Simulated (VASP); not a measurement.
CuO: single point with PBE+U

Crystal: CuO.

```xyz
4
Lattice="2.3418 -1.7113 0.0000 2.3418 1.7113 0.0000 -0.8500 0.0000 5.0579" Properties=species:S:1:pos:R:3 pbc="T T T"
Cu    1.1709    0.8557    0.0000
Cu    0.7459   -0.8557    2.5289
O     2.1293   -0.2793    1.2645
O     1.7043    0.2793    3.7934
```

```yaml
Program: VASP 6.6.1
Task: single point
Functional: PBE
Potentials_or_basis: VASP PAW PBE potentials, release 64 (Cu, O)
Cutoff: 520 eV
k_mesh: 10 × 10 × 6
Occupations: gaussian, width 0.05 eV
Spin: collinear spin, ferromagnetic start
Starting_moments: "[0.61, 0.61, 0.32, 0.32] μB"
Hubbard_terms: Cu d U = 4.0 eV
```

```yaml
Largest_force: 0.108 eV/Å
Net_moment: 1.50 μB per cell
Site_moments: Cu +0.46; O +0.26 μB
Valence_electrons_inside_the_program's_atomic_spheres: Cu 10.07; O 5.03
```

Forces on the atoms (eV/Å):
```
Cu   0.000  0.000  0.000
Cu   0.000  0.000  0.000
O    0.000 -0.108  0.000
O    0.000  0.108  0.000
```

Levels at points of the mesh, in eV from the Fermi level:
Spin up:
```tsv
k point	band 15	band 16	band 17	band 18	band 19	band 20	band 21	band 22
(0.00, 0.00, 0.00)	-3.08	-2.96	-0.85	-0.22	1.09	5.56	7.65	12.95
(0.50, 0.00, 0.00)	-2.79	-2.44	-1.22	-0.92	4.39	5.90	6.50	10.63
(0.50, 0.50, 0.00)	-3.72	-2.65	-1.81	-0.09	2.85	6.61	8.06	9.65
(0.00, 0.00, 0.50)	-2.44	-2.44	-0.92	-0.92	3.38	3.38	11.14	11.14
(0.50, 0.00, 0.50)	-3.40	-3.04	-1.33	-0.42	4.69	6.08	7.62	8.17
(0.50, 0.50, 0.50)	-2.53	-2.53	-1.87	-1.87	4.66	4.66	8.59	8.59
```
Spin down:
| k point | band 14 | band 15 | band 16 | band 17 | band 18 | band 19 |
| --- | --- | --- | --- | --- | --- | --- |
| (0.00, 0.00, 0.00) | -2.91 | -2.77 | -2.44 | 0.59 | 1.33 | 1.50 |
| (0.50, 0.00, 0.00) | -2.60 | -2.36 | -1.99 | 0.61 | 0.84 | 4.47 |
| (0.50, 0.50, 0.00) | -3.36 | -2.25 | -1.71 | -0.52 | 1.68 | 2.83 |
| (0.00, 0.00, 0.50) | -3.22 | -2.01 | -2.01 | 0.84 | 0.84 | 3.64 |
| (0.50, 0.00, 0.50) | -2.98 | -2.67 | -2.46 | 0.28 | 1.25 | 4.78 |
| (0.50, 0.50, 0.50) | -2.64 | -2.09 | -2.09 | 0.24 | 0.24 | 4.69 |

Eigenvalues of the final occupation matrices:
| site | spin | trace | eigenvalues |
| --- | --- | --- | --- |
| site 1 d | 1 | 4.89 | 0.95 0.97 0.97 0.98 1.03 |
| site 1 d | 2 | 4.43 | 0.58 0.94 0.96 0.96 0.97 |
| site 2 d | 1 | 4.89 | 0.95 0.97 0.97 0.98 1.03 |
| site 2 d | 2 | 4.43 | 0.58 0.94 0.96 0.96 0.97 |

Wall time 4.8 min on 1 thread of Intel(R) Xeon(R) Platinum 8259CL CPU @ 2.50GHz (Skylake/Cascade Lake), with other jobs on the host, peak memory 0.39 GiB.

Caveat: the cell carries a net charge on a neutralising background, which shifts energy and pressure; the cell is charged against a uniform background, so pressure and absolute levels hang on convention. The state reached can hang on the start; a lower one may exist.
